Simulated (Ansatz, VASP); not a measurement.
One calculation of CsSnI3, two programs

Contents of INCAR:

```
  PREC = Accurate
  ENCUT = 520
  EDIFF = 1E-7
  ISMEAR = 0
  SIGMA = 0.01
  LREAL = False
  LASPH = True
  NELM = 100
  ALGO = Normal
  ISIF = 2
  LWAVE = False
  LCHARG = False
  GGA = PS
  NBANDS = 30
```

File KPOINTS:

```
regular mesh
0
Gamma
  6 6 6
```

Contents of POSCAR:

```
CsSnI3
1.0
    6.2543780747      0.0000000000      0.0000000000
    0.0000000000      6.2543780747      0.0000000000
    0.0000000000      0.0000000000      6.2543780747
Cs Sn I
1 1 3
Direct
    0.0000000000      0.0000000000      0.0000000000
    0.5000000000      0.5000000000      0.5000000000
    0.0000000000      0.5000000000      0.5000000000
    0.5000000000      0.0000000000      0.5000000000
    0.5000000000      0.5000000000      0.0000000000
```

Input for Ansatz:

```yaml
crystal:
  lattice:
    - [6.2543780747, 0.0, 0.0]
    - [0.0, 6.2543780747, 0.0]
    - [0.0, 0.0, 6.2543780747]
  atoms:
    - { symbol: Cs, position: [0.0, 0.0, 0.0] }
    - { symbol: Sn, position: [0.5, 0.5, 0.5] }
    - { symbol: I, position: [0.0, 0.5, 0.5] }
    - { symbol: I, position: [0.5, 0.0, 0.5] }
    - { symbol: I, position: [0.5, 0.5, 0.0] }
basis:
  ecutwfc: 420
kpoints:
  mp_grid: { grid: [6, 6, 6] }
hamiltonian:
  xc: pbesol
scf:
  occupations: { method: gaussian, width: 0.01 }
output:
  forces: true
  stress: true
  eigenvalues: true
```

Alike in both runs: task single point; functional PBEsol; k mesh 6 × 6 × 6; occupations gaussian, width 0.01 eV; no spin polarisation.

```csv
,VASP,Ansatz
version,VASP 6.6.1,Ansatz 0.2.0
potentials or method,"VASP PAW PBE potentials, release 64 (Cs_sv, Sn_d, I), cutoff 520 eV","scalar-relativistic, plane waves, PAW"
valence electrons in the cell,44,74
```

|  | VASP | Ansatz | Ansatz less VASP |
| --- | --- | --- | --- |
| gap on the k mesh at the Fermi level (eV) | 0.36 | 0.37 | +0.008 |
| least direct gap on the mesh (eV) | 0.36 | 0.37 | +0.008 |
| pressure (GPa) | -0.9 | -0.9 | -0.01 |

VASP's potentials were made for PBE, not for PBEsol. VASP's potentials hold 44 valence electrons a cell and Ansatz's 74, so a difference there can come from the potentials and not from the codes.

Neither program's run includes spin-orbit coupling.
